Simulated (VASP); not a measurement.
GaP, 2 atoms in the cell. It takes space group F-43m (No. 216, cubic). Conventional cell: a = 5.303 Å, b = 5.303 Å, c = 5.303 Å, α = 90.00°, β = 90.00°, γ = 90.00°. Ga (site symmetry -43m) has 4 P at 2.30 Å within 3.0 Å. Within 3.0 Å of P (site symmetry -43m) lie 4 Ga at 2.30 Å. 

* Program: VASP 6.6.1
* Task: vibrations by perturbation theory
* Functional: LDA
* Potentials or basis: VASP PAW LDA potentials, release 64 (Ga_d, P)
* Cutoff: 520 eV
* k mesh: 10 × 10 × 10
* Occupations: gaussian, width 0.01 eV
* Spin: no spin polarisation
* Dipole correction: no
* Further INCAR settings: ALGO = Normal; EDIFF = 1e-08; IBRION = 8; NSW = 1

Potentials or basis: VASP PAW LDA potentials, release 64 (Ga_d, P).

The run is started by

```sh
$ cat potpaw_LDA.64/Ga_d/POTCAR potpaw_LDA.64/P/POTCAR > POTCAR
$ mpirun -np 1 vasp_std > vasp.out
```

Hardware: 1 thread of Intel(R) Xeon(R) Platinum 8375C CPU @ 2.90GHz (Ice Lake) (shared host).

Q: How long does it take, and how much memory?

A: Run time: 14 min on 1 thread of Intel(R) Xeon(R) Platinum 8375C CPU @ 2.90GHz (Ice Lake), on a shared host, peak memory 0.33 GiB. Counts: scf iterations 174, k points 47.
